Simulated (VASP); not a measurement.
## SnGe7: single point with PBEsol

The system is SnGe7.

```xyz
8
Lattice="5.7919 0.0000 0.0000 0.0000 5.7919 0.0000 0.0000 0.0000 5.7919" Properties=species:S:1:pos:R:3 pbc="T T T"
Sn    0.0000    0.0000    0.0000
Ge    0.0000    2.8960    2.8960
Ge    2.8960    0.0000    2.8960
Ge    2.8960    2.8960    0.0000
Ge    1.4967    1.4967    1.4967
Ge    1.4967    4.2952    4.2952
Ge    4.2952    1.4967    4.2952
Ge    4.2952    4.2952    1.4967
```

```yaml
Program: VASP 6.6.1
Task: single point
Functional: PBEsol
Potentials_or_basis: VASP PAW PBE potentials, release 64 (Sn_d, Ge_d)
Cutoff: 520 eV
k_mesh: 6 × 6 × 6
Occupations: gaussian, width 0.01 eV
Spin: no spin polarisation
```

```yaml
Pressure: -0.1 GPa
Largest_force: 0.009 eV/Å
Band_gap_on_the_k_mesh: zero (band 56 reaches 4.92 eV, above the bottom of band 57 at 4.71 eV)
```

Forces on the atoms (eV/Å):
```
Sn   0.000  0.000  0.000
Ge   0.000  0.000  0.000
Ge   0.000  0.000  0.000
Ge   0.000  0.000  0.000
Ge   0.005  0.005  0.005
Ge   0.005 -0.005 -0.005
Ge  -0.005  0.005 -0.005
Ge  -0.005 -0.005  0.005
```

Levels at points of the mesh, in eV from the Fermi level:
```csv
k point,band 54,band 55,band 56,band 57,band 58,band 59
"(0.00, 0.00, 0.00)",-0.41,0.15,0.15,0.15,0.74,0.74
"(0.50, 0.00, 0.00)",-2.02,-1.62,-1.62,1.00,1.08,2.45
"(0.50, 0.50, 0.00)",-1.38,-1.13,-1.13,1.64,1.64,2.10
"(0.50, 0.50, 0.50)",-0.91,-0.91,-0.91,-0.06,-0.06,-0.06
```

Wall time 3 min on 1 thread of AMD EPYC 9R45 96-Core Processor (Zen 5) (shared host), peak memory 0.4 GiB.

Caveat: the PAW data sets were made with another functional, which shifts forces and pressure a little; spin-orbit coupling is left out, which moves the levels of the heavy elements.
